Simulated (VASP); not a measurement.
# AlN (P6_3mc) in VASP: further runs

Runs on AlN. Level: PBE. Tasks: single point.

Program: VASP 6.6.1. These are calculated values, not measurements. Logs are shortened: lines on timing, memory, paths and dates and some standing lists are left out, and cuts for length are marked.

### 1 The cell of the first run

It takes space group P6_3mc (No. 186, hexagonal). Conventional cell: a = 3.095 Å, b = 3.095 Å, c = 5.050 Å, α = 90.00°, β = 90.00°, γ = 120.00°. Within 2.5 Å of Al (site symmetry 3m) lie 4 N at 1.89 to 1.91 Å. N (site symmetry 3m) has 4 Al at 1.89 to 1.91 Å within 2.5 Å.

### 2 Single point, PBE

INCAR

```
SYSTEM = AlN
ALGO     = Normal         ! electronic algorithm
EDIFF    = 1E-6           ! SCF threshold, eV
ENCUT    = 520            ! plane-wave cutoff, eV
GGA      = PE             ! functional
ISIF     = 2              ! what is computed and relaxed
ISMEAR   = 0              ! smearing method
LASPH    = .TRUE.         ! aspherical terms in the spheres
LCHARG   = .FALSE.        ! write CHGCAR
LREAL    = .FALSE.        ! projectors in reciprocal space
LWAVE    = .FALSE.        ! write WAVECAR
NBANDS   = 16             ! bands
NELM     = 60             ! most SCF steps
PREC     = Accurate       ! precision mode
SIGMA    = 0.02           ! smearing width, eV
```

KPOINTS

```
k-points
0
G
  9 9 5
  0 0 0
```

POSCAR

```
AlN
1.0
    3.0950015819      0.0000000000      0.0000000000
   -1.5475007910      2.6803499947      0.0000000000
    0.0000000000      0.0000000000      5.0495016929
Al N
2 2
Direct
    0.6666666667      0.3333333333      0.5007636099
    0.3333333333      0.6666666667      1.0007636099
    0.6666666667      0.3333333333      0.8792363901
    0.3333333333      0.6666666667      0.3792363901
```

Potentials or basis: VASP PAW PBE potentials, release 64 (Al, N).

Launch:

```
$ cat potpaw_PBE.64/Al/POTCAR potpaw_PBE.64/N/POTCAR > POTCAR
$ mpirun -np 1 vasp_std > vasp.out
```

OUTCAR:

```text
SYSTEM = AlN
   EDIFF = 1E-6
   ENCUT = 520
   GGA = PE
   ISIF = 2
   ISMEAR = 0
   LASPH = .TRUE.
   LREAL = .FALSE.
   NELM = 60
   PREC = Accurate

 ion  position               nearest neighbor table
   1  0.667  0.333  0.501-   4 1.89   4 1.89   4 1.89   3 1.91   2 3.09   2 3.09   2 3.09   2 3.09
                             2 3.09   2 3.09
   2  0.333  0.667  0.001-   3 1.89   3 1.89   3 1.89   4 1.91   1 3.09   1 3.09   1 3.09   1 3.09
                             1 3.09   1 3.09
   3  0.667  0.333  0.879-   2 1.89   2 1.89   2 1.89   1 1.91
   4  0.333  0.667  0.379-   1 1.89   1 1.89   1 1.89   2 1.91

  LATTYP: Found a hexagonal cell.
 ALAT       =     3.0950015819
 C/A-ratio  =     1.6315021364

  Lattice vectors:

 A1 = (   3.0950015819,   0.0000000000,   0.0000000000)
 A2 = (  -1.5475007910,   2.6803499947,   0.0000000000)
 A3 = (   0.0000000000,   0.0000000000,   5.0495016929)

Analysis of symmetry for initial positions (statically):
=====================================================================
 Subroutine PRICEL returns:
 Original cell was already a primitive cell.

 Routine SETGRP: Setting up the symmetry group for a
 hexagonal supercell.

 Subroutine GETGRP returns: Found 12 space group operations
 (whereof  6 operations were pure point group operations)
 out of a pool of 24 trial point group operations.

The static configuration has the point symmetry C_3v.
 The point group associated with its full space group is C_6v.

Analysis of symmetry for dynamics (positions and initial velocities):
=====================================================================
 Subroutine PRICEL returns:
 Original cell was already a primitive cell.

 Routine SETGRP: Setting up the symmetry group for a
 hexagonal supercell.

 Subroutine GETGRP returns: Found 12 space group operations
 (whereof  6 operations were pure point group operations)
 out of a pool of 24 trial point group operations.

The dynamic configuration has the point symmetry C_3v.
 The point group associated with its full space group is C_6v.

 Subroutine INISYM returns: Found 12 space group operations
 (whereof  6 operations are pure point group operations),
 and found     1 'primitive' translations

----------------------------------------------------------------------------------------

                                     Primitive cell

  volume of cell :      41.8891

  direct lattice vectors                    reciprocal lattice vectors
     3.095001582  0.000000000  0.000000000     0.323101612  0.186542803  0.000000000
[... 96 lines left out ...]
   ISIF   =      2    stress and relaxation
   ISYM   =      2    0-nonsym 1-usesym 2-fastsym
   POTIM  = 0.5000    time-step for ionic-motion
   TEBEG  =    0.0;   TEEND  =   0.0 temperature during run
   PSTRESS=    0.0 pullay stress
   NELECT =      16.0000    total number of electrons
   NUPDOWN=      -1.0000    fix difference up-down
   EMIN   =  10.00;   EMAX   =-10.00  energy-range for DOS
   EFERMI =   0.00;   METHOD = LEGACY
   ISMEAR =     0;   SIGMA  =   0.02  broadening in eV -4-tet -1-fermi 0-gaus
   EFERMI_NEDOS =   21; number of points for ismear=-14 and -15
   IALGO  =     38    algorithm
   IMIX   =      4    mixing-type and parameters
     AMIX     =   0.40;   BMIX     =  1.00
     AMIX_MAG =   1.60;   BMIX_MAG =  1.00
  volume/ion in A,a.u.               =      10.47        70.67
  Fermi-wavevector in a.u.,A,eV,Ry     =   1.187812  2.244640 19.196437  1.410898
  Thomas-Fermi vector in A             =   2.323956
   LORBIT       =      0    0 simple, 1 ext, 2 COOP (PROOUT), +10 PAW based schemes
   GGA     = PE    functional components
   LHFCALC =     F    Hartree Fock is set to
   AEXX    =    0.0000 exact exchange contribution
   IVDW    =     0    specifies the selected vdW correction
   LEPSILON=     F    determine dielectric tensor
   LRPA    =     F    only Hartree local field effects (RPA)
 non-spin polarized calculation
 Gauss-broadening in eV      SIGMA  =   0.02
  energy-cutoff  :      520.00
  volume of cell :       41.89
 maximum number of plane-waves:      1136
 NGX is ok and might be reduce to    24
   NGX = 11   NGY = 11   NGZ = 19

 number of electron      15.9999996 magnetization

 Free energy of the ion-electron system (eV)
  ---------------------------------------------------
  ext. energy  EPLUGINS =         0.00000000
  ---------------------------------------------------
  free energy    TOTEN  =       -29.76597584 eV

  energy without entropy =      -29.76597584  energy(sigma->0) =      -29.76597584

 E-fermi :   6.1842     XC(G=0): -10.8989

 val. band max:        6.0114012792   @ k =   0.0000   0.0000   0.0000
 cond. band min:      10.2807101339   @ k =   0.0000   0.0000   0.0000
 fundamental gap:      4.2693088547
 Fermi energy:         6.1841558097

 k-point     1 :       0.0000    0.0000    0.0000
  band No.  band energies     occupation
      1      -9.0434      2.00000
      2      -6.9822      2.00000
      3       0.0752      2.00000
      4       5.3584      2.00000
      5       5.3584      2.00000
      6       5.9571      2.00000
[... 433 lines left out ...]
      3       1.5125      2.00000
      4       1.8695      2.00000
      5       1.8695      2.00000
      6       3.3035      2.00000
[... 8 lines left out ...]
     15      19.2783      0.00000
     16      21.3838      0.00000

 [... further k-points ...]

------------------------ aborting loop because EDIFF is reached ----------------------------------------

  FORCE on cell =-STRESS in cart. coord.  units (eV):
  Direction    XX          YY          ZZ          XY          YZ          ZX
  --------------------------------------------------------------------------------------
  -------------------------------------------------------------------------------------
  Total        1.3008856      1.3008856     -0.0832607     -0.0000000      0.0000000      0.0000000
  in kB       49.7563810     49.7563810     -3.1845632     -0.0000000      0.0000000      0.0000000
  external PRESSURE =      32.1093996 kB  Pullay stress =       0.0000000 kB

 VOLUME and BASIS-vectors are now :
 -----------------------------------------------------------------------------
  energy-cutoff  :      520.00
  volume of cell :       41.89
      direct lattice vectors                 reciprocal lattice vectors
     3.095001582  0.000000000  0.000000000     0.323101612  0.186542803  0.000000000
    -1.547500791  2.680349995  0.000000000     0.000000000  0.373085605  0.000000000
     0.000000000  0.000000000  5.049501693     0.000000000  0.000000000  0.198039343

 POSITION                                       TOTAL-FORCE (eV/Angst)
 -----------------------------------------------------------------------------------
      1.54750      0.89345      2.52861        -0.000000     -0.000000      0.000200
     -0.00000      1.78690      0.00386         0.000000      0.000000      0.000200
      1.54750      0.89345      4.43971         0.000000      0.000000     -0.000200
     -0.00000      1.78690      1.91495        -0.000000      0.000000     -0.000200
 -----------------------------------------------------------------------------------
    total drift:                               -0.000000     -0.000000     -0.000454

  FREE ENERGIE OF THE ION-ELECTRON SYSTEM (eV)
  ---------------------------------------------------
  free  energy   TOTEN  =       -29.7659758449 eV

  energy  without entropy=      -29.7659758449  energy(sigma->0) =      -29.76597584
```

stdout:

```text
POSCAR found type information on POSCAR AlN
 POSCAR found :  2 types and       4 ions
 scaLAPACK will be used
 LDA part: xc-table for (Slater+PW92), standard interpolation
 POSCAR, INCAR and KPOINTS ok, starting setup
 FFT: planning ... GRIDC
 FFT: planning ... GRID_SOFT
 FFT: planning ... GRID
 WAVECAR not read
 entering main loop
```

Run time: 7.2 s. Hardware: 1 thread of Intel Xeon 6975P-C (Granite Rapids), shared host; peak memory 0.16 GiB.

What came out:

```
Free energy            : -29.7660 eV
Pressure               : 3.2 GPa
Band gap on the k mesh : 4.27 eV, direct
```

Levels at points of the mesh, in eV from the valence-band top:
```tsv
k point	band 5	band 6	band 7	band 8	band 9	band 10	band 11	band 12
(0.00, 0.00, 0.00)	-0.65	-0.05	-0.05	0.00	4.27	6.92	10.57	11.43
```

### 3 Single point, PBE

This run uses another cell than the first one, of 10.55 Å³/atom, 1.007 times its volume.

INCAR

```
SYSTEM = AlN
  ALGO = Normal
  EDIFF = 1E-6
  ENCUT = 520
  GGA = PE
  ISIF = 2
  ISMEAR = 0
  LASPH = .True.
  LCHARG = .True.
  LELF = .True.
  LREAL = .False.
  LVHAR = .True.
  LWAVE = .False.
  NBANDS = 16
  NELM = 100
  PREC = Accurate
  SIGMA = 0.02
```

KPOINTS

```
k-points
0
Gamma
  9 9 5
  0 0 0
```

POSCAR

```
AlN
1.0
    3.0950015819      0.0000000000      0.0000000000
   -1.5475007910      2.6803499947      0.0000000000
    0.0000000000      0.0000000000      5.0866196226
Al N
2 2
Direct
    0.6666666667      0.3333333333      0.4992342258
    0.3333333333      0.6666666667      0.9992342258
    0.6666666667      0.3333333333      0.8807657742
    0.3333333333      0.6666666667      0.3807657742
```

Potentials or basis: VASP PAW PBE potentials, release 64 (Al, N).

Launch:

```
$ cat potpaw_PBE.64/Al/POTCAR potpaw_PBE.64/N/POTCAR > POTCAR
$ mpirun -np 1 vasp_std > vasp.out
```

OUTCAR:

```text
SYSTEM = AlN
   EDIFF = 1E-6
   ENCUT = 520
   GGA = PE
   ISIF = 2
   ISMEAR = 0
   LASPH = .True.
   LREAL = .False.
   NELM = 100
   PREC = Accurate

 ion  position               nearest neighbor table
   1  0.667  0.333  0.499-   4 1.89   4 1.89   4 1.89   3 1.94   2 3.11   2 3.11   2 3.11   2 3.11
                             2 3.11   2 3.11
   2  0.333  0.667  0.999-   3 1.89   3 1.89   3 1.89   4 1.94   1 3.11   1 3.11   1 3.11   1 3.11
                             1 3.11   1 3.11
   3  0.667  0.333  0.881-   2 1.89   2 1.89   2 1.89   1 1.94
   4  0.333  0.667  0.381-   1 1.89   1 1.89   1 1.89   2 1.94

  LATTYP: Found a hexagonal cell.
 ALAT       =     3.0950015819
 C/A-ratio  =     1.6434949993

  Lattice vectors:

 A1 = (   3.0950015819,   0.0000000000,   0.0000000000)
 A2 = (  -1.5475007910,   2.6803499947,   0.0000000000)
 A3 = (   0.0000000000,   0.0000000000,   5.0866196226)

Analysis of symmetry for initial positions (statically):
=====================================================================
 Subroutine PRICEL returns:
 Original cell was already a primitive cell.

[... 180 lines left out ...]
 fundamental gap:      4.1711471263
 Fermi energy:         6.1077642082

 k-point     1 :       0.0000    0.0000    0.0000
  band No.  band energies     occupation
      1      -9.0715      2.00000
      2      -7.0666      2.00000
      3       0.0386      2.00000
      4       5.2952      2.00000
      5       5.2952      2.00000
      6       5.8731      2.00000
[... 433 lines left out ...]
      3       1.4675      2.00000
      4       1.8185      2.00000
      5       1.8185      2.00000
      6       3.2086      2.00000
[... 8 lines left out ...]
     15      19.1277      0.00000
     16      21.2592      0.00000

 [... further k-points ...]

------------------------ aborting loop because EDIFF is reached ----------------------------------------

  FORCE on cell =-STRESS in cart. coord.  units (eV):
  Direction    XX          YY          ZZ          XY          YZ          ZX
  --------------------------------------------------------------------------------------
  -------------------------------------------------------------------------------------
  Total        1.3572613      1.3572613     -1.2088440     -0.0000000      0.0000000      0.0000000
  in kB       51.5338264     51.5338264    -45.8985747     -0.0000000      0.0000000      0.0000000
  external PRESSURE =      19.0563594 kB  Pullay stress =       0.0000000 kB

 VOLUME and BASIS-vectors are now :
 -----------------------------------------------------------------------------
  energy-cutoff  :      520.00
  volume of cell :       42.20
      direct lattice vectors                 reciprocal lattice vectors
     3.095001582  0.000000000  0.000000000     0.323101612  0.186542803  0.000000000
    -1.547500791  2.680349995  0.000000000     0.000000000  0.373085605  0.000000000
     0.000000000  0.000000000  5.086619623     0.000000000  0.000000000  0.196594217

 POSITION                                       TOTAL-FORCE (eV/Angst)
 -----------------------------------------------------------------------------------
      1.54750      0.89345      2.53941        -0.000000      0.000000      0.250022
     -0.00000      1.78690      5.08272         0.000000      0.000000      0.250022
      1.54750      0.89345      4.48012         0.000000      0.000000     -0.250022
     -0.00000      1.78690      1.93681        -0.000000      0.000000     -0.250022
 -----------------------------------------------------------------------------------
    total drift:                               -0.000000      0.000000      0.000956

  FREE ENERGIE OF THE ION-ELECTRON SYSTEM (eV)
  ---------------------------------------------------
  free  energy   TOTEN  =       -29.7573058521 eV

  energy  without entropy=      -29.7573058521  energy(sigma->0) =      -29.75730585
```

Run time: 7.7 s. Hardware: 1 thread of Intel Xeon 6975P-C (Granite Rapids), shared host; peak memory 0.16 GiB.

Results:

```yaml
Free_energy: -29.7573 eV
Pressure: 1.9 GPa
Largest_force: 0.250 eV/Å
Band_gap_on_the_k_mesh: 4.17 eV, direct
```

Forces on the atoms (eV/Å):
```
Al   0.000  0.000  0.250
Al   0.000  0.000  0.250
N    0.000  0.000 -0.250
N    0.000  0.000 -0.250
```

Stress tensor (GPa, compression positive):
```
 5.15  0.00  0.00
 0.00  5.15  0.00
 0.00  0.00 -4.59
```
